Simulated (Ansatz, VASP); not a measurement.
CoO in VASP and in Ansatz

```
CELL_PARAMETERS angstrom
-1.52866 1.52866 2.05068
1.52866 -1.52866 2.05068
1.52866 1.52866 -2.05068
ATOMIC_POSITIONS crystal
Co 0.00000 0.00000 0.00000
O 0.50000 0.50000 0.00000
```

Alike in both runs: task single point; functional PBEsol; k mesh 24 × 24 × 24; occupations gaussian, width 0.15 eV; collinear spin.

```csv
,VASP,Ansatz
version,VASP 6.6.1,Ansatz 0.2.0
potentials or method,"VASP PAW PBE potentials, release 64 (Co, O), cutoff 520 eV","scalar-relativistic, plane waves, PAW"
valence electrons in the cell,15,23
```

Ansatz gave:

* gap on the k mesh at the Fermi level (eV): none
* pressure (GPa): -8.8
* traceless stress, the component that is largest in VASP (GPa): 1.18
* net moment per atom (μB): 1.44
* size of the moment on the site where the two differ most (μB): 2.42

**Question.** Estimate VASP's values.

**Answer.** gap on the k mesh at the Fermi level (eV): none; pressure (GPa): -8.9; traceless stress, the component that is largest in VASP (GPa): 1.04; net moment per atom (μB): 1.43; size of the moment on the site where the two differ most (μB): 2.51.

VASP's potentials were made for PBE, not for PBEsol. Site moments also hang on the region over which each program counts them. A gap of «none» marks a metal or a gap that the smearing closes. VASP's potentials hold 15 valence electrons a cell and Ansatz's 23, so a difference there can come from the potentials and not from the codes.
